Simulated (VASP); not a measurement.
Input of a VASP 6.6.1 run:

Contents of POSCAR:

```
NbC62
1.0
    7.1076060000      0.0000000000      0.0000000000
    0.0000000000      7.1076060000      0.0000000000
    0.0000000000      0.0000000000      7.1076060000
C Nb
62 1
Direct
    0.9994440000      0.9998950000      0.5007850000
    0.9994370000      0.5014830000      0.9992090000
    0.0009870000      0.5028980000      0.5021920000
    0.5014240000      0.9997680000      0.9990790000
    0.5013690000      0.0019390000      0.5019780000
    0.5013670000      0.5026770000      0.0012350000
    0.1431180000      0.1327460000      0.1320460000
    0.1212850000      0.1219350000      0.6298070000
    0.1212890000      0.6305030000      0.1212520000
    0.1241030000      0.6284270000      0.6277170000
    0.6283720000      0.1222130000      0.1215200000
    0.6244260000      0.1259790000      0.6239240000
    0.6244270000      0.6246270000      0.1252780000
    0.6290480000      0.6301010000      0.6293950000
    0.2521200000      0.2501780000      0.0044070000
    0.2434010000      0.2446760000      0.5078560000
    0.2496830000      0.7566160000      0.0016560000
    0.2422040000      0.7625490000      0.5005320000
    0.7533700000      0.2477350000      0.9995940000
    0.7616910000      0.2432320000      0.4992730000
    0.7484940000      0.7507390000      0.9985590000
    0.7503730000      0.7510230000      0.5000760000
    0.3794840000      0.3800880000      0.1239270000
    0.3512800000      0.3533970000      0.6689040000
    0.3778740000      0.8825140000      0.1222160000
    0.3746500000      0.8780610000      0.6267310000
    0.8831410000      0.3748260000      0.1200730000
    0.8763290000      0.3752620000      0.6268070000
    0.8606750000      0.8668630000      0.1275960000
    0.8751200000      0.8765270000      0.6253800000
    0.2521240000      0.0051060000      0.2494840000
    0.2496820000      0.0023480000      0.7559230000
    0.2434090000      0.5085450000      0.2439890000
    0.2422030000      0.5012400000      0.7618430000
    0.7533770000      0.0002890000      0.2470380000
    0.7484920000      0.9992560000      0.7500420000
    0.7616890000      0.4999800000      0.2425350000
    0.7503660000      0.5007800000      0.7503180000
    0.3794890000      0.1246230000      0.3793930000
    0.3778700000      0.1229070000      0.8818190000
    0.3513110000      0.6696030000      0.3527260000
    0.3746500000      0.6274290000      0.8773580000
    0.8831480000      0.1207670000      0.3741250000
    0.8606690000      0.1282930000      0.8661720000
    0.8763300000      0.6275090000      0.3745630000
    0.8751160000      0.6260820000      0.8758310000
    0.0054910000      0.2468520000      0.2461530000
    0.9995440000      0.2451640000      0.7570600000
    0.9995460000      0.7577530000      0.2444720000
    0.9988530000      0.7557190000      0.7550150000
    0.5080490000      0.2444890000      0.2437920000
    0.5007050000      0.2450680000      0.7604240000
    0.5007070000      0.7611290000      0.2443680000
    0.4986390000      0.7505900000      0.7498900000
    0.1236390000      0.3787980000      0.3781000000
    0.1207160000      0.3750680000      0.8833060000
    0.1207220000      0.8840000000      0.3743720000
    0.1343160000      0.8754090000      0.8747110000
    0.6690350000      0.3521630000      0.3514650000
    0.6259520000      0.3767530000      0.8767120000
    0.6259570000      0.8774160000      0.3760540000
    0.6229420000      0.8750160000      0.8743210000
    0.4581140000      0.4587220000      0.4580460000
```

INCAR.step1

```
  PREC = Accurate
  ENCUT = 520
  ISMEAR = -1
  SIGMA = 0.05
  LREAL = Auto
  LASPH = True
  NELM = 80
  NBANDS = 168
  NELECT = 260.0
  ISYM = 0
  GGA = PE
  ALGO = Normal
  EDIFF = 1E-4
  LWAVE = True
  LCHARG = False
```

INCAR.step2

```
  PREC = Accurate
  ENCUT = 520
  EDIFF = 1E-6
  ISMEAR = -1
  SIGMA = 0.05
  LREAL = Auto
  LASPH = True
  NELM = 80
  ALGO = Normal
  ISIF = 2
  LWAVE = False
  LCHARG = True
  METAGGA = R2SCAN
  LMIXTAU = True
  LELF = True
  LVHAR = True
  NBANDS = 168
  NELECT = 260.0
  ISYM = 0
  ISTART = 1
```

The input KPOINTS:

```
Automatic mesh
0
Gamma
  1 1 1
  0.25 0.25 0.25
```

Potentials or basis: VASP PAW PBE potentials, release 64 (C, Nb_sv).

Launch:

```sh
$ cat potpaw_PBE.64/C/POTCAR potpaw_PBE.64/Nb_sv/POTCAR > POTCAR
$ cp INCAR.step1 INCAR
$ mpirun -np 1 vasp_std > vasp.out
$ cp INCAR.step2 INCAR
$ mpirun -np 1 vasp_std > vasp.out
```

(1) What does it give for the largest force?

## Answers

(1) 0.960 eV/Å.

Caveat: the cell carries a net charge on a neutralising background, which shifts energy and pressure; the PAW data sets were made with another functional, which shifts forces and pressure a little.
